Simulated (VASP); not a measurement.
# BeTe (F-43m) in VASP: a series of runs

BeTe is run at these levels: PBE; tasks: electric field gradients.

Everything below comes from runs of VASP 6.6.1. Logs are shortened: lines on timing, memory, paths and dates and some standing lists are left out, and cuts for length are marked.

**1. The cell of the first run**

It takes space group F-43m (No. 216, cubic). Conventional cell: a = 5.540 Å, b = 5.540 Å, c = 5.540 Å, α = 90.00°, β = 90.00°, γ = 90.00°. Within 3.2 Å of Be (site symmetry -43m) lie 4 Te at 2.40 Å. Within 3.2 Å of Te (site symmetry -43m) lie 4 Be at 2.40 Å.

**2. Electric field gradients, PBE**

The input, INCAR:

```
SYSTEM = BeTe
PREC = Accurate ; ENCUT = 520
EDIFF = 1E-8 ; ISMEAR = -1
SIGMA = 0.05 ; LREAL = .FALSE.
LASPH = .TRUE. ; NELM = 100
ALGO = Normal ; ISIF = 2
LWAVE = .FALSE. ; LCHARG = .FALSE.
GGA = PE ; LEFG = .TRUE.
NBANDS = 11
```

The input, KPOINTS:

```
Automatic mesh
0
G
  11 11 11
  0 0 0
```

The input, POSCAR:

```
BeTe
1.0
    0.0000000000      2.7700000000      2.7700000000
    2.7700000000      0.0000000000      2.7700000000
    2.7700000000      2.7700000000      0.0000000000
Be Te
1 1
Direct
    0.0000000000      0.0000000000      0.0000000000
    0.7500000000      0.7500000000      0.7500000000
```

Potentials or basis: VASP PAW PBE potentials, release 64 (Be, Te).

On the command line:

```bash
cat potpaw_PBE.64/Be/POTCAR potpaw_PBE.64/Te/POTCAR > POTCAR
mpirun -np 1 vasp_std > vasp.out
```

OUTCAR:

```text
SYSTEM = BeTe
   PREC = Accurate
   ENCUT = 520
   EDIFF = 1E-8
   ISMEAR = -1
   LREAL = .FALSE.
   LASPH = .TRUE.
   NELM = 100
   ISIF = 2
   GGA = PE

 ion  position               nearest neighbor table
   1  0.000  0.000  0.000-   2 2.40   2 2.40   2 2.40   2 2.40
   2  0.750  0.750  0.750-   1 2.40   1 2.40   1 2.40   1 2.40

  LATTYP: Found a face centered cubic cell.
 ALAT       =     5.5400000000

  Lattice vectors:

 A1 = (   0.0000000000,   2.7700000000,   2.7700000000)
 A2 = (   2.7700000000,   0.0000000000,   2.7700000000)
 A3 = (   2.7700000000,   2.7700000000,   0.0000000000)

Analysis of symmetry for initial positions (statically):
=====================================================================
 Subroutine PRICEL returns:
 Original cell was already a primitive cell.

 Routine SETGRP: Setting up the symmetry group for a
 face centered cubic supercell.

 Subroutine GETGRP returns: Found 24 space group operations
 (whereof 24 operations were pure point group operations)
 out of a pool of 48 trial point group operations.

The static configuration has the point symmetry T_d .

Analysis of symmetry for dynamics (positions and initial velocities):
=====================================================================
 Subroutine PRICEL returns:
 Original cell was already a primitive cell.

 Routine SETGRP: Setting up the symmetry group for a
 face centered cubic supercell.

 Subroutine GETGRP returns: Found 24 space group operations
 (whereof 24 operations were pure point group operations)
 out of a pool of 48 trial point group operations.

The dynamic configuration has the point symmetry T_d .

 Subroutine INISYM returns: Found 24 space group operations
 (whereof 24 operations are pure point group operations),
 and found     1 'primitive' translations

----------------------------------------------------------------------------------------

                                     Primitive cell

  volume of cell :      42.5079

  direct lattice vectors                    reciprocal lattice vectors
     0.000000000  2.770000000  2.770000000    -0.180505415  0.180505415  0.180505415
     2.770000000  0.000000000  2.770000000     0.180505415 -0.180505415  0.180505415
     2.770000000  2.770000000  0.000000000     0.180505415  0.180505415 -0.180505415

  length of vectors
     3.917371568  3.917371568  3.917371568     0.312644550  0.312644550  0.312644550

  position of ions in fractional coordinates (direct lattice)
     0.000000000  0.000000000  0.000000000
     0.750000000  0.750000000  0.750000000

  ion indices of the primitive-cell ions
   primitive index   ion index
                 1           1
                 2           2

----------------------------------------------------------------------------------------

 KPOINTS: Automatic mesh

Automatic generation of k-mesh.
 Grid dimensions read from file:
 generate k-points for:   11   11   11

 Generating k-lattice:

  Cartesian coordinates                     Fractional coordinates (reciprocal lattice)
    -0.016409583  0.016409583  0.016409583     0.090909091  0.000000000  0.000000000
     0.016409583 -0.016409583  0.016409583     0.000000000  0.090909091  0.000000000
     0.016409583  0.016409583 -0.016409583     0.000000000  0.000000000  0.090909091

  Length of vectors
     0.028422232  0.028422232  0.028422232

  Shift w.r.t. Gamma in fractional coordinates (k-lattice)
     0.000000000  0.000000000  0.000000000

 Subroutine IBZKPT returns following result:
 ===========================================

 Found     56 irreducible k-points:

 Following reciprocal coordinates:
            Coordinates               Weight
  0.000000  0.000000  0.000000      1.000000
  0.090909  0.000000  0.000000      8.000000
  0.181818  0.000000  0.000000      8.000000
  0.272727  0.000000  0.000000      8.000000
  0.363636  0.000000  0.000000      8.000000
  0.454545  0.000000  0.000000      8.000000
[... 16 lines left out ...]
 -0.272727  0.181818  0.000000     24.000000
 -0.181818  0.181818  0.000000     12.000000
 [... further k-points ...]
   k-points           NKPTS =     56   k-points in BZ     NKDIM =     56   number of bands    NBANDS=     11
   number of dos      NEDOS =    301   number of ions     NIONS =      2
   total plane-waves  NPLWV =  27000
   dimension x,y,z NGX =    30 NGY =   30 NGZ =   30
   dimension x,y,z NGXF=    60 NGYF=   60 NGZF=   60
   ions per type =               1   1
   NGX,Y,Z   is equivalent  to a cutoff of  12.73, 12.73, 12.73 a.u.
   NGXF,Y,Z  is equivalent  to a cutoff of  25.46, 25.46, 25.46 a.u.
 SYSTEM =  BeTe
   PREC   = accura    normal or accurate (medium, high low for compatibility)
   ISTART =      0    job   : 0-new  1-cont  2-samecut
   ICHARG =      2    charge: 1-file 2-atom 10-const
   ISPIN  =      1    spin polarized calculation?
   LNONCOLLINEAR =      F non collinear calculations
   LSORBIT =      F    spin-orbit coupling
   LASPH  =      T    aspherical Exc in radial PAW
   ENCUT  =  520.0 eV  38.22 Ry    6.18 a.u.   7.28  7.28  7.28*2*pi/ulx,y,z
   NELM   =    100;   NELMIN=  2; NELMDL= -5     # of ELM steps
   EDIFF  = 0.1E-07   stopping-criterion for ELM
   LREAL  =      F    real-space projection
   EDIFFG = 0.1E-06   stopping-criterion for IOM
   NSW    =      0    number of steps for IOM
   IBRION =     -1    ionic relax: 0-MD 1-quasi-New 2-CG
   NFREE  =      0    steps in history (QN), initial steepest desc. (CG)
   ISIF   =      2    stress and relaxation
   ISYM   =      2    0-nonsym 1-usesym 2-fastsym
   POTIM  = 0.5000    time-step for ionic-motion
   TEBEG  =    0.0;   TEEND  =   0.0 temperature during run
   PSTRESS=    0.0 pullay stress
   NELECT =       8.0000    total number of electrons
   NUPDOWN=      -1.0000    fix difference up-down
   EMIN   =  10.00;   EMAX   =-10.00  energy-range for DOS
   EFERMI =   0.00;   METHOD = LEGACY
   ISMEAR =    -1;   SIGMA  =   0.05  broadening in eV -4-tet -1-fermi 0-gaus
   EFERMI_NEDOS =   21; number of points for ismear=-14 and -15
   IALGO  =     38    algorithm
   IMIX   =      4    mixing-type and parameters
     AMIX     =   0.40;   BMIX     =  1.00
     AMIX_MAG =   1.60;   BMIX_MAG =  1.00
  volume/ion in A,a.u.               =      21.25       143.43
  Fermi-wavevector in a.u.,A,eV,Ry     =   0.938170  1.772885 11.975354  0.880164
  Thomas-Fermi vector in A             =   2.065355
   LORBIT       =      0    0 simple, 1 ext, 2 COOP (PROOUT), +10 PAW based schemes
   GGA     = PE    functional components
   LHFCALC =     F    Hartree Fock is set to
   AEXX    =    0.0000 exact exchange contribution
   IVDW    =     0    specifies the selected vdW correction
   LEPSILON=     F    determine dielectric tensor
   LRPA    =     F    only Hartree local field effects (RPA)
 non-spin polarized calculation
  energy-cutoff  :      520.00
  volume of cell :       42.51
 maximum number of plane-waves:      1167
 NGX is ok and might be reduce to    30
   NGX = 15   NGY = 15   NGZ = 15

 number of electron       8.0000000 magnetization

 Free energy of the ion-electron system (eV)
  ---------------------------------------------------
  ext. energy  EPLUGINS =         0.00000000
  ---------------------------------------------------
  free energy    TOTEN  =        -7.58549091 eV

  energy without entropy =       -7.58549091  energy(sigma->0) =       -7.58549091

 E-fermi :   6.5972     XC(G=0):  -9.2571

 val. band max:        5.6641122283   @ k =   0.0000   0.0000   0.0000
 cond. band min:       7.5369396593   @ k =   0.4545   0.4545   0.0000
 fundamental gap:      1.8728274310
 Fermi energy:         6.5972312410

 k-point     1 :       0.0000    0.0000    0.0000
  band No.  band energies     occupation
      1      -6.9708      2.00000
      2       5.6641      2.00000
      3       5.6641      2.00000
      4       5.6641      2.00000
      5       9.2285      0.00000
      6       9.2285      0.00000
      7       9.2285      0.00000
      8       9.8552      0.00000
      9      14.0506      0.00000
     10      16.0117      0.00000
     11      16.0117      0.00000

 k-point     2 :       0.0909    0.0000    0.0000
  band No.  band energies     occupation
      1      -6.8863      2.00000
      2       4.8329      2.00000
      3       5.5177      2.00000
      4       5.5177      2.00000
      5       9.3040      0.00000
      6       9.4395      0.00000
      7       9.4395      0.00000
      8      10.5546      0.00000
      9      14.2951      0.00000
     10      15.2937      0.00000
     11      15.2937      0.00000

 k-point     3 :       0.1818    0.0000    0.0000
  band No.  band energies     occupation
      1      -6.6417      2.00000
      2       3.3089      2.00000
      3       5.1915      2.00000
      4       5.1915      2.00000
      5       9.2000      0.00000
      6       9.8830      0.00000
      7       9.8830      0.00000
      8      11.9894      0.00000
      9      14.7131      0.00000
     10      14.7246      0.00000
     11      14.7246      0.00000

 k-point     4 :       0.2727    0.0000    0.0000
  band No.  band energies     occupation
      1      -6.2702      2.00000
      2       1.8162      2.00000
      3       4.8538      2.00000
      4       4.8538      2.00000
      5       9.0556      0.00000
      6      10.2063      0.00000
      7      10.2063      0.00000
      8      13.1883      0.00000
      9      14.8430      0.00000
     10      14.8430      0.00000
     11      14.8563      0.00000
[... 239 lines left out ...]
 k-point    22 :      -0.3636    0.1818    0.0000
  band No.  band energies     occupation
      1      -5.4182      2.00000
      2       0.3626      2.00000
      3       2.7752      2.00000
      4       4.1930      2.00000
      5       9.2925      0.00000
      6      11.1052      0.00000
      7      11.1724      0.00000
      8      13.8358      0.00000
      9      15.1535      0.00000
     10      15.1903      0.00000
     11      17.5382      0.00000

 k-point    23 :      -0.2727    0.1818    0.0000
  band No.  band energies     occupation
      1      -5.7568      2.00000
      2       1.1319      2.00000
      3       2.8558      2.00000
      4       4.5796      2.00000
      5       9.5980      0.00000
      6      10.7944      0.00000
      7      11.1555      0.00000
      8      12.7118      0.00000
      9      14.0830      0.00000
     10      15.9587      0.00000
     11      17.8998      0.00000

 k-point    24 :      -0.1818    0.1818    0.0000
  band No.  band energies     occupation
      1      -6.1448      2.00000
      2       2.0667      2.00000
      3       3.3224      2.00000
      4       4.9872      2.00000
      5       9.8053      0.00000
      6      10.2702      0.00000
      7      10.8886      0.00000
      8      12.0733      0.00000
      9      13.7216      0.00000
     10      15.9684      0.00000
     11      16.6828      0.00000

 [... further k-points ...]

------------------------ aborting loop because EDIFF is reached ----------------------------------------

  FORCE on cell =-STRESS in cart. coord.  units (eV):
  Direction    XX          YY          ZZ          XY          YZ          ZX
  --------------------------------------------------------------------------------------
  -------------------------------------------------------------------------------------
  Total        1.1807453      1.1807453      1.1807453     -0.0000000     -0.0000000     -0.0000000
  in kB       44.5038431     44.5038431     44.5038431     -0.0000000     -0.0000000     -0.0000000
  external PRESSURE =      44.5038431 kB  Pullay stress =       0.0000000 kB

 VOLUME and BASIS-vectors are now :
 -----------------------------------------------------------------------------
  energy-cutoff  :      520.00
  volume of cell :       42.51
      direct lattice vectors                 reciprocal lattice vectors
     0.000000000  2.770000000  2.770000000    -0.180505415  0.180505415  0.180505415
     2.770000000  0.000000000  2.770000000     0.180505415 -0.180505415  0.180505415
     2.770000000  2.770000000  0.000000000     0.180505415  0.180505415 -0.180505415

 POSITION                                       TOTAL-FORCE (eV/Angst)
 -----------------------------------------------------------------------------------
      0.00000      0.00000      0.00000         0.000000      0.000000      0.000000
      4.15500      4.15500      4.15500        -0.000000     -0.000000     -0.000000
 -----------------------------------------------------------------------------------
    total drift:                               -0.000000     -0.000000     -0.000000

  FREE ENERGIE OF THE ION-ELECTRON SYSTEM (eV)
  ---------------------------------------------------
  free  energy   TOTEN  =        -7.5854909139 eV

  energy  without entropy=       -7.5854909138  energy(sigma->0) =       -7.58549091

 Electric field gradients (V/A^2)
---------------------------------------------------------------------
 ion       V_xx      V_yy      V_zz      V_xy      V_xz      V_yz
---------------------------------------------------------------------
   1       0.000    -0.000     0.000     0.000     0.000     0.000
   2       0.000    -0.000    -0.000    -0.000    -0.000    -0.000
---------------------------------------------------------------------

 Electric field gradients after diagonalization (V/A^2)
 (convention: |V_zz| > |V_xx| > |V_yy|)
----------------------------------------------------------------------
 ion       V_xx      V_yy      V_zz     asymmetry (V_yy - V_xx)/ V_zz
----------------------------------------------------------------------
   1      -0.000    -0.000     0.000       0.000
   2       0.000     0.000    -0.000       0.000
----------------------------------------------------------------------

           NMR quadrupolar parameters

 Cq : quadrupolar parameter    Cq=e*Q*V_zz/h
 eta: asymmetry parameters     (V_yy - V_xx)/ V_zz
 Q  : nuclear electric quadrupole moment in mb (millibarn)
----------------------------------------------------------------------
 ion       Cq(MHz)       eta       Q (mb)
----------------------------------------------------------------------
   1       0.000       0.000       1.000
   2      -0.000       0.000       1.000
----------------------------------------------------------------------
```

Wall time 47 s (1 thread of AMD EPYC 7R13, shared host); peak memory 0.15 GiB.

What came out:

| Quantity | Value |
| --- | --- |
| Free energy | -7.5855 eV |
| Pressure | 4.5 GPa |
| Band gap on the k mesh | 1.87 eV, indirect (least direct gap 3.56 eV) |

Levels at points of the mesh, in eV from the valence-band top:
```csv
k point,band 1,band 2,band 3,band 4,band 5,band 6,band 7,band 8
"(0.00, 0.00, 0.00)",-12.63,0.00,0.00,0.00,3.56,3.56,3.56,4.19
```

Caveat: without QUAD_EFG the Cq values of the log hold for a quadrupole moment of 1 mb, not for the nuclei; spin-orbit coupling is left out, which moves the levels of the heavy elements. A hybrid or GW would open this gap; PBE tends to underestimate it.

[end of part 1 of 2]
